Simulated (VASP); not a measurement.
A run of VASP 6.6.1 is set up as follows.

INCAR

```
SYSTEM = FeCo
PREC     = Accurate       ! precision mode
ENCUT    = 600            ! plane-wave cutoff, eV
EDIFF    = 1E-6           ! SCF threshold, eV
ISMEAR   = 1              ! smearing method
SIGMA    = 0.05           ! smearing width, eV
LREAL    = .False.        ! projectors in reciprocal space
LASPH    = .True.         ! aspherical terms in the spheres
NELM     = 200            ! most SCF steps
ALGO     = Normal         ! electronic algorithm
ISIF     = 2              ! what is computed and relaxed
LWAVE    = .False.        ! write WAVECAR
LCHARG   = .False.        ! write CHGCAR
ISPIN    = 2              ! spin polarisation
MAGMOM   = 3.5 -2.5       ! initial moments
LORBIT   = 11             ! projections on sites
LMAXMIX  = 4              ! l up to which the mixer works
GGA      = PE             ! functional
NBANDS   = 20             ! bands
GGA_COMPAT= .False.
```

KPOINTS

```
Automatic mesh
0
Gamma
  8 8 8
  0 0 0
```

Contents of POSCAR:

```
FeCo
1.0
    2.8570000000      0.0000000000      0.0000000000
    0.0000000000      2.8570000000      0.0000000000
    0.0000000000      0.0000000000      2.8570000000
Fe Co
1 1
Direct
    0.5000000000      0.5000000000      0.5000000000
    0.0000000000      0.0000000000      0.0000000000
```

Potentials or basis: VASP PAW PBE potentials, release 64 (Fe, Co).

Command:

```bash
$ cat potpaw_PBE.64/Fe/POTCAR potpaw_PBE.64/Co/POTCAR > POTCAR
$ mpirun -np 1 vasp_std > vasp.out
```

Estimate the net moment.

-0.31 μB per cell.

What does it give for the pressure?

-14.2 GPa.

What does it give for the site moments?

Fe +1.00; Co -1.32 μB.

Caveat: the cell stands under tension.
